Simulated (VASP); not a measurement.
Set up this calculation in VASP 6.6.1, as the native input.

| Item | Value |
| --- | --- |
| Task | single point |
| Functional | PBEsol |
| Potentials or basis | VASP PAW PBE potentials, release 64 (Hf_pv) |
| Cutoff | 520 eV |
| k mesh | 8 × 8 × 11 |
| Occupations | methfessel-paxton, width 0.1 eV |
| Spin | no spin polarisation |
| Dipole correction | no |
| Further INCAR settings | ALGO = Normal; EDIFF = 1e-06; NBANDS = 22 |

The structure of Hf lies in POSCAR:

```
Hf
1.0
    4.5541795082      0.0000000000      0.0000000000
   -2.2770897541      3.9440351475      0.0000000000
    0.0000000000      0.0000000000      2.8328404417
Hf
3
Direct
    0.6666666667      0.3333333333      0.5000000000
    0.3333333333      0.6666666667      0.5000000000
    0.0000000000      0.0000000000      0.0000000000
```

The input as run:

INCAR

```
SYSTEM = Hf
  PREC = Accurate
  ENCUT = 520
  EDIFF = 1E-6
  ISMEAR = 1
  SIGMA = 0.1
  LREAL = .False.
  LASPH = .True.
  NELM = 80
  ALGO = Normal
  ISIF = 2
  LWAVE = .False.
  LCHARG = .False.
  GGA = PS
  NBANDS = 22
```

KPOINTS

```
regular mesh
0
Gamma
  8 8 11
  0 0 0
```

Potentials or basis: VASP PAW PBE potentials, release 64 (Hf_pv).

Launch:

```sh
$ cat potpaw_PBE.64/Hf_pv/POTCAR > POTCAR
$ mpirun -np 1 vasp_std > vasp.out
```

It gave:

```
Pressure               : 39.6 GPa
Band gap on the k mesh : zero (band 15 reaches 7.19 eV, above the bottom of band 16 at 6.13 eV)
```

Caveat: the PAW data sets were made with another functional, which shifts forces and pressure a little; spin-orbit coupling is left out, which moves the levels of the heavy elements.

Run time: 56 s on 1 thread of AMD EPYC 7R43 64-Core Processor (Zen 3), with other jobs on the host, peak memory 0.17 GiB.
